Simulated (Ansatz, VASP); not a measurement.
## Two plane-wave programs on C

```
CELL_PARAMETERS angstrom
0.00000 1.83819 1.62937
1.83819 0.00000 1.62937
1.83819 1.83819 0.00000
ATOMIC_POSITIONS crystal
C 0.50000 0.50000 0.50000
C 0.75000 0.75000 0.75000
```

Alike in both runs: task single point; functional LDA; k mesh 12 × 12 × 12; occupations gaussian, width 0.05 eV; no spin polarisation.

|  | VASP | Ansatz |
| --- | --- | --- |
| version | VASP 6.6.1 | Ansatz 0.2.0 |
| potentials or method | VASP PAW LDA potentials, release 64 (C_h), cutoff 1300 eV | scalar-relativistic, plane waves, PAW |
| valence electrons in the cell | 8 | 8 |

VASP gave:

* gap on the k mesh at the Fermi level (eV): 1.23
* least direct gap on the mesh (eV): 3.70
* pressure (GPa): 1.1
* traceless stress, the component that is largest in VASP (GPa): 67.11

**Question.** What did Ansatz give for the same quantities?

**Answer.** gap on the k mesh at the Fermi level (eV): 1.24; least direct gap on the mesh (eV): 3.70; pressure (GPa): 0.1; traceless stress, the component that is largest in VASP (GPa): 67.16.

Ansatz warns that its potentials were made for another functional, while VASP's fit it. LDA's correlation is that of Perdew and Zunger in VASP and of Perdew and Wang (1992) in Ansatz.
